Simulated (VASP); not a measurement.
## Ba3Mg: relaxation of cell and atoms with PBE

Ba3Mg:

```
Ba Mg
1.0
     5.04822    0.00000    0.00000
     0.00000    5.04822    0.00000
     0.00000    0.00000    5.04822
Ba Mg
3 1
Direct
  0.00000 0.50000 0.50000
  0.50000 0.00000 0.50000
  0.50000 0.50000 0.00000
  0.00000 0.00000 0.00000
```

```yaml
Program: VASP 6.6.1
Task: relaxation of cell and atoms
Functional: PBE
Potentials_or_basis: VASP PAW PBE potentials, release 64 (Ba_sv, Mg_sv)
Cutoff: 750 eV
k_mesh: 4 × 4 × 4
Occupations: gaussian, width 0.1 eV
Spin: no spin polarisation
Dipole_correction: no
Mended: yes
Further_INCAR_settings: ALGO = Normal; EDIFF = 1e-07; IBRION = 2; EDIFFG = -0.04; NSW = 90; ISIF = 3
```

The relaxed volume is 50.49 Å³/atom. The relaxed cell is a = 5.867 Å, b = 5.867 Å, c = 5.867 Å, α = 90.00°, β = 90.00°, γ = 90.00°, the space group after relaxing (to 0.1 Å) is Pm-3m (No. 221) and the energy gained by relaxing is 467.7 meV/atom. The ionic steps are 4 and the pressure after relaxing is 0.1 GPa. The band gap on the k mesh is zero (bands 20 and 21 overlap by 0.36 eV).

Step by step:
| step | energy change (eV) | largest force (eV/Å) | pressure (GPa) | volume (Å³) |
| --- | --- | --- | --- | --- |
| 1 | 0.0000 | 0.0000 | 11.01 | 128.65 |
| 2 | -1.6785 | 0.0000 | 2.40 | 174.34 |
| 3 | -1.8622 | 0.0000 | 0.42 | 196.30 |
| 4 | -1.8707 | 0.0000 | 0.07 | 201.98 |

Final structure:
```cif
data_structure
_symmetry_space_group_name_H-M 'P 1'
_symmetry_Int_Tables_number 1
_cell_length_a 5.8672
_cell_length_b 5.8672
_cell_length_c 5.8672
_cell_angle_alpha 90.000
_cell_angle_beta 90.000
_cell_angle_gamma 90.000
_cell_volume 201.98
loop_
_atom_site_label
_atom_site_type_symbol
_atom_site_fract_x
_atom_site_fract_y
_atom_site_fract_z
_atom_site_occupancy
Ba1 Ba 0.00000 0.50000 0.50000 1
Ba2 Ba 0.50000 0.00000 0.50000 1
Ba3 Ba 0.50000 0.50000 0.00000 1
Mg1 Mg 0.00000 0.00000 0.00000 1
```

Levels at points of the mesh, in eV from the Fermi level:
```csv
k point,band 17,band 18,band 19,band 20,band 21,band 22,band 23,band 24
"(0.00, 0.00, 0.00)",-3.56,-1.56,-0.25,-0.25,0.09,0.09,0.09,1.48
"(0.50, 0.00, 0.00)",-2.54,-1.77,-0.51,0.16,0.16,0.47,0.86,1.56
"(0.50, 0.50, 0.00)",-2.16,-0.90,-0.90,-0.14,0.04,0.80,0.80,0.92
"(0.50, 0.50, 0.50)",-2.58,-0.60,-0.60,-0.60,0.52,0.52,0.52,1.80
```

Wall time 3.1 min on 1 thread of Intel(R) Xeon(R) Platinum 8375C CPU @ 2.90GHz (Ice Lake) (shared host), peak memory 0.37 GiB.

Caveat: the volume moved by over 15 % at a fixed basis, so the end points are rough; spin-orbit coupling is left out, which moves the levels of the heavy elements.
